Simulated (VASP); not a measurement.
# FeNi (P4/mmm) in VASP: single point with LDA

Aim: the single point of FeNi with LDA.

All numbers are computed with VASP 6.6.1; they aren't measurements. Logs are shortened: lines on timing, memory, paths and dates and some standing lists are left out, and cuts for length are marked.

## 1. The cell of the first run

It takes space group P4/mmm (No. 123, tetragonal). Conventional cell: a = 2.445 Å, b = 2.445 Å, c = 3.523 Å, α = 90.00°, β = 90.00°, γ = 90.00°. Within 3.2 Å of Fe (site symmetry 4/mmm) lie 4 Fe at 2.45 Å and 8 Ni at 2.47 Å. Ni (site symmetry 4/mmm) has 4 Ni at 2.45 Å and 8 Fe at 2.47 Å within 3.2 Å.

## 2. Single point, LDA, collinear spin, ferromagnetic start (10.53 Å³/atom)

INCAR

```
ALGO = Normal
EDIFF = 1E-7
ENCUT = 520
GGA = CA
ISIF = 2
ISMEAR = 0
ISPIN = 2
LASPH = True
LCHARG = False
LMAXMIX = 4
LORBIT = 11
LREAL = False
LWAVE = False
MAGMOM = 2.56 0.72
NBANDS = 20
NELM = 150
PREC = Accurate
SIGMA = 0.2
```

KPOINTS

```
k-points
0
Gamma
  18 18 12
```

POSCAR

```
FeNi
1.0
    2.4451286163      0.0000000000      0.0000000000
    0.0000000000      2.4451286163      0.0000000000
    0.0000000000      0.0000000000      3.5227551937
Fe Ni
1 1
Direct
    0.0000000000      0.0000000000      0.0000000000
    0.5000000000      0.5000000000      0.5000000000
```

Potentials or basis: VASP PAW LDA potentials, release 64 (Fe, Ni).

Command:

```console
$ cat potpaw_LDA.64/Fe/POTCAR potpaw_LDA.64/Ni/POTCAR > POTCAR
$ mpirun -np 1 vasp_std > vasp.out
```

OUTCAR:

```text
EDIFF = 1E-7
   ENCUT = 520
   GGA = CA
   ISIF = 2
   ISMEAR = 0
   ISPIN = 2
   LASPH = True
   LORBIT = 11
   LREAL = False
   NELM = 150
   PREC = Accurate

 ion  position               nearest neighbor table
   1  0.000  0.000  0.000-   2 2.47   2 2.47   2 2.47   2 2.47   2 2.47   2 2.47   2 2.47   2 2.47

   2  0.500  0.500  0.500-   1 2.47   1 2.47   1 2.47   1 2.47   1 2.47   1 2.47   1 2.47   1 2.47

  LATTYP: Found a simple tetragonal cell.
 ALAT       =     2.4451286163
 C/A-ratio  =     1.4407238827

  Lattice vectors:

 A1 = (   2.4451286163,   0.0000000000,   0.0000000000)
 A2 = (   0.0000000000,   2.4451286163,   0.0000000000)
 A3 = (   0.0000000000,   0.0000000000,   3.5227551937)

Analysis of symmetry for initial positions (statically):
=====================================================================
 Subroutine PRICEL returns:
 Original cell was already a primitive cell.

 Routine SETGRP: Setting up the symmetry group for a
 simple tetragonal supercell.

 Subroutine GETGRP returns: Found 16 space group operations
 (whereof 16 operations were pure point group operations)
 out of a pool of 16 trial point group operations.

The static configuration has the point symmetry D_4h.

Analysis of symmetry for dynamics (positions and initial velocities):
=====================================================================
 Subroutine PRICEL returns:
 Original cell was already a primitive cell.

 Routine SETGRP: Setting up the symmetry group for a
 simple tetragonal supercell.

 Subroutine GETGRP returns: Found 16 space group operations
 (whereof 16 operations were pure point group operations)
 out of a pool of 16 trial point group operations.

The dynamic configuration has the point symmetry D_4h.

Analysis of structural, dynamic, and magnetic symmetry:
=====================================================================
 Subroutine PRICEL returns:
 Original cell was already a primitive cell.

 Routine SETGRP: Setting up the symmetry group for a
 simple tetragonal supercell.

 Subroutine GETGRP returns: Found 16 space group operations
 (whereof 16 operations were pure point group operations)
 out of a pool of 16 trial point group operations.

The overall configuration has the point symmetry D_4h.

 Subroutine INISYM returns: Found 16 space group operations
 (whereof 16 operations are pure point group operations),
 and found     1 'primitive' translations

[... 116 lines left out ...]
  Fermi-wavevector in a.u.,A,eV,Ry     =   1.553592  2.935864 32.839686  2.413649
  Thomas-Fermi vector in A             =   2.657801
   LORBIT       =     11    0 simple, 1 ext, 2 COOP (PROOUT), +10 PAW based schemes
   GGA     = CA    functional components
   LHFCALC =     F    Hartree Fock is set to
   AEXX    =    0.0000 exact exchange contribution
   IVDW    =     0    specifies the selected vdW correction
   LEPSILON=     F    determine dielectric tensor
   LRPA    =     F    only Hartree local field effects (RPA)
 spin polarized calculation
 Gauss-broadening in eV      SIGMA  =   0.20
  energy-cutoff  :      520.00
  volume of cell :       21.06
 maximum number of plane-waves:       589
   NGX =  9   NGY =  9   NGZ = 13

 number of electron      18.0000003 magnetization       2.9451595

 Free energy of the ion-electron system (eV)
  ---------------------------------------------------
  ext. energy  EPLUGINS =         0.00000000
  ---------------------------------------------------
  free energy    TOTEN  =       -15.87206245 eV

  energy without entropy =      -15.84053702  energy(sigma->0) =      -15.85629973

 E-fermi :   8.0967     XC(G=0): -13.8249

 val. band max:        8.0905591263   @ k =   0.2778   0.2222   0.3333
 cond. band min:       8.0973305928   @ k =   0.5000   0.2222   0.5000
 fundamental gap:      0.0067714666
 Fermi energy:         8.0966903710

 spin component 1

 k-point     1 :       0.0000    0.0000    0.0000
  band No.  band energies     occupation
      1      -1.1105      1.00000
      2       2.7911      1.00000
      3       3.4879      1.00000
      4       5.4897      1.00000
      5       5.5839      1.00000
      6       5.5839      1.00000
[... 541 lines left out ...]
     19      33.9827      0.00000
     20      34.5499      0.00000

 [... further k-points ...]

 spin component 2

 k-point     1 :       0.0000    0.0000    0.0000
  band No.  band energies     occupation
      1      -0.8783      1.00000
      2       3.7027      1.00000
      3       4.4258      1.00000
      4       6.5911      1.00000
      5       6.5911      1.00000
      6       6.8367      1.00000
[... 541 lines left out ...]
     19      34.3231      0.00000
     20      34.8896      0.00000

 [... further k-points ...]

------------------------ aborting loop because EDIFF is reached ----------------------------------------

  FORCE on cell =-STRESS in cart. coord.  units (eV):
  Direction    XX          YY          ZZ          XY          YZ          ZX
  --------------------------------------------------------------------------------------
  -------------------------------------------------------------------------------------
  Total       -0.6994506     -0.6994506     -0.6046976      0.0000000      0.0000000     -0.0000000
  in kB      -53.2085918    -53.2085918    -46.0005380      0.0000000      0.0000000     -0.0000000
  external PRESSURE =     -50.8059072 kB  Pullay stress =       0.0000000 kB

 VOLUME and BASIS-vectors are now :
 -----------------------------------------------------------------------------
  energy-cutoff  :      520.00
  volume of cell :       21.06
      direct lattice vectors                 reciprocal lattice vectors
     2.445128616  0.000000000  0.000000000     0.408976441  0.000000000  0.000000000
     0.000000000  2.445128616  0.000000000     0.000000000  0.408976441  0.000000000
     0.000000000  0.000000000  3.522755194     0.000000000  0.000000000  0.283868718

 POSITION                                       TOTAL-FORCE (eV/Angst)
 -----------------------------------------------------------------------------------
      0.00000      0.00000      0.00000         0.000000      0.000000      0.000000
      1.22256      1.22256      1.76138         0.000000      0.000000      0.000000
 -----------------------------------------------------------------------------------
    total drift:                                0.000000     -0.000000     -0.000000

  FREE ENERGIE OF THE ION-ELECTRON SYSTEM (eV)
  ---------------------------------------------------
  free  energy   TOTEN  =       -15.8720624467 eV

  energy  without entropy=      -15.8405370217  energy(sigma->0) =      -15.85629973

 total charge

# of ion       s       p       d       tot
------------------------------------------
    1        0.501   0.551   6.278   7.331
    2        0.546   0.591   8.350   9.486
--------------------------------------------------
tot          1.047   1.142  14.628  16.818

 magnetization (x)

# of ion       s       p       d       tot
------------------------------------------
    1       -0.002  -0.011   2.330   2.317
    2       -0.022  -0.046   0.664   0.596
--------------------------------------------------
tot         -0.023  -0.057   2.993   2.913
```

OSZICAR:

```text
N       E                     dE             d eps       ncg     rms          rms(c)
DAV:   1     0.827067761694E+02    0.82707E+02   -0.80774E+03 34220   0.124E+03
DAV:   2    -0.135273474709E+02   -0.96234E+02   -0.86503E+02 31108   0.220E+02
DAV:   3    -0.182147271319E+02   -0.46874E+01   -0.44526E+01 34576   0.585E+01
DAV:   4    -0.182666680631E+02   -0.51941E-01   -0.51898E-01 34848   0.570E+00
DAV:   5    -0.182679596001E+02   -0.12915E-02   -0.12915E-02 34844   0.899E-01    0.163E+01
DAV:   6    -0.164745560714E+02    0.17934E+01   -0.82640E+00 34336   0.628E+01    0.103E+01
DAV:   7    -0.179036114490E+02   -0.14291E+01   -0.53655E+00 40612   0.631E+01    0.229E+01
DAV:   8    -0.158920391652E+02    0.20116E+01   -0.40948E+00 40296   0.466E+01    0.369E+00
DAV:   9    -0.158786333895E+02    0.13406E-01   -0.77185E-02 44600   0.403E+00    0.195E+00
DAV:  10    -0.158739002836E+02    0.47331E-02   -0.57937E-03 50256   0.140E+00    0.808E-01
DAV:  11    -0.158719705932E+02    0.19297E-02   -0.13456E-03 43728   0.790E-01    0.315E-01
DAV:  12    -0.158720387671E+02   -0.68174E-04   -0.25822E-04 42132   0.295E-01    0.970E-02
DAV:  13    -0.158720543388E+02   -0.15572E-04   -0.38243E-05 42660   0.116E-01    0.503E-02
DAV:  14    -0.158720636197E+02   -0.92809E-05   -0.52809E-06 41608   0.409E-02    0.195E-02
DAV:  15    -0.158720625975E+02    0.10222E-05   -0.55051E-07 42880   0.151E-02    0.948E-03
DAV:  16    -0.158720623928E+02    0.20471E-06   -0.99801E-08 18624   0.756E-03    0.381E-03
DAV:  17    -0.158720624467E+02   -0.53908E-07   -0.69428E-08 16508   0.744E-03
   1 F= -.15872062E+02 E0= -.15856300E+02  d E =-.315254E-01  mag=     2.9453
```

Run time: 5.7 min. Hardware: 1 thread of AMD EPYC 7R43 (Zen 3), shared host; peak memory 0.3 GiB.

What came out:

| Property | Result |
| --- | --- |
| Free energy | -15.8721 eV |
| Pressure | -5.1 GPa |
| Net moment | 2.95 μB per cell |
| Site moments | Fe +2.32; Ni +0.60 μB |
| Valence electrons inside the program's atomic spheres | Fe 7.33; Ni 9.49 |

Caveat: the cell stands under tension.
